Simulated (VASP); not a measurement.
The system is InSe2.

```
CELL_PARAMETERS angstrom
3.89489 0.00000 0.00000
0.00000 3.89489 0.00000
0.00000 0.00000 9.62623
ATOMIC_POSITIONS crystal
In 0.00000 0.50000 0.70647
In 0.50000 0.00000 0.29353
Se 0.00000 0.50000 0.36621
Se 0.50000 0.00000 0.63379
Se 0.00000 0.00000 0.00000
Se 0.50000 0.50000 0.00000
```

Program: VASP 6.6.1. Alike in all runs: task single point; level PBE; potentials or basis VASP PAW PBE potentials, release 64 (In_d, Se); no spin polarisation; cell as given; cutoff (eV) 520.

Order these runs on this cell by their pressure, lowest first.
A. k mesh 2 × 2 × 1; smearing gaussian 0.1 eV
B. k mesh 5 × 5 × 2; smearing gaussian 0.05 eV
C. k mesh 1 × 1 × 1; smearing gaussian 0.1 eV

B (-0.3 GPa), A (2.3 GPa), C (15.8 GPa).

Caveats: some runs use coarse meshes.
